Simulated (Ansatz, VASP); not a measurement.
**LiTaO2 in VASP and in Ansatz**

INCAR

```
SYSTEM = LiTaO2
ALGO = Normal
EDIFF = 1E-6
ENCUT = 520
GGA = PE
ISIF = 2
ISMEAR = 0
LASPH = .TRUE.
LCHARG = .TRUE.
LELF = .TRUE.
LREAL = .FALSE.
LVHAR = .TRUE.
LWAVE = .FALSE.
NBANDS = 21
NELM = 100
PREC = Accurate
SIGMA = 0.1
```

Contents of KPOINTS:

```
k-points
0
G
  18 18 8
  0 0 0
```

Contents of POSCAR:

```
LiTaO2
1.0
    2.8544017760      0.0000000000      0.0000000000
   -1.4272008880      2.4719844506      0.0000000000
    0.0000000000      0.0000000000      5.5729385858
Li Ta O
1 1 2
Direct
    0.0000000000      0.0000000000      0.5000000000
    0.0000000000      0.0000000000      0.0000000000
    0.6666666667      0.3333333333      0.2553496220
    0.3333333333      0.6666666667      0.7446503780
```

Input for Ansatz:

```yaml
crystal:
  lattice:
    - [2.854401776, 0.0, 0.0]
    - [-1.427200888, 2.4719844506, 0.0]
    - [0.0, 0.0, 5.5729385858]
  atoms:
    - { symbol: Li, position: [0.0, 0.0, 0.5] }
    - { symbol: Ta, position: [0.0, 0.0, 0.0] }
    - { symbol: O, position: [0.6666666667, 0.3333333333, 0.255349622] }
    - { symbol: O, position: [0.3333333333, 0.6666666667, 0.744650378] }
basis:
  ecutwfc: 420
kpoints:
  mp_grid: { grid: [18, 18, 8] }
  band_path:
    path:
      - [[0.0, 0.0, 0.0], [0.5, 0.0, 0.0], [0.33333333, 0.33333333, 0.0], [0.0, 0.0, 0.0], [0.0, 0.0, 0.5], [0.5, 0.0, 0.5], [0.33333333, 0.33333333, 0.5], [0.0, 0.0, 0.5]]
      - [[0.5, 0.0, 0.5], [0.5, 0.0, 0.0]]
      - [[0.33333333, 0.33333333, 0.5], [0.33333333, 0.33333333, 0.0]]
    npoints: 14
hamiltonian:
  xc: pbe
scf:
  occupations: { method: gaussian, width: 0.1 }
  n_extra_bands: 10
output:
  forces: true
  stress: true
  eigenvalues: true
  populations: true
  dos: { projected: true, de: 0.02, nscf_kmesh: { grid: [22, 22, 10] } }
  bader: true
  write_density: true
  write_potential: true
  elf: true
  volumetric_format: npy
```

Alike in both runs: task single point; functional PBE; k mesh 18 × 18 × 8; occupations gaussian, width 0.1 eV; no spin polarisation.

|  | VASP | Ansatz |
| --- | --- | --- |
| version | VASP 6.6.1 | Ansatz 0.2.0 |
| potentials or method | VASP PAW PBE potentials, release 64 (Li_sv, Ta_pv, O), cutoff 520 eV | scalar-relativistic, plane waves, PAW |
| valence electrons in the cell | 26 | 28 |

```csv
,VASP,Ansatz,Ansatz less VASP
gap on the k mesh at the Fermi level (eV),none,none,-
rms of the force components (eV/Å),0.023,0.000,-0.0231
```

Atom by atom the forces differ by 0.023 eV/Å (rms over components). A gap of «none» marks a metal or a gap that the smearing closes. With one functional, cell and mesh, what is left measures potentials, basis and numerics. VASP's potentials hold 26 valence electrons a cell and Ansatz's 28, so a difference there can come from the potentials and not from the codes.

Neither program's run includes spin-orbit coupling. Noted on VASP's run: the cutoff is short for stress, so the pressure is rough.
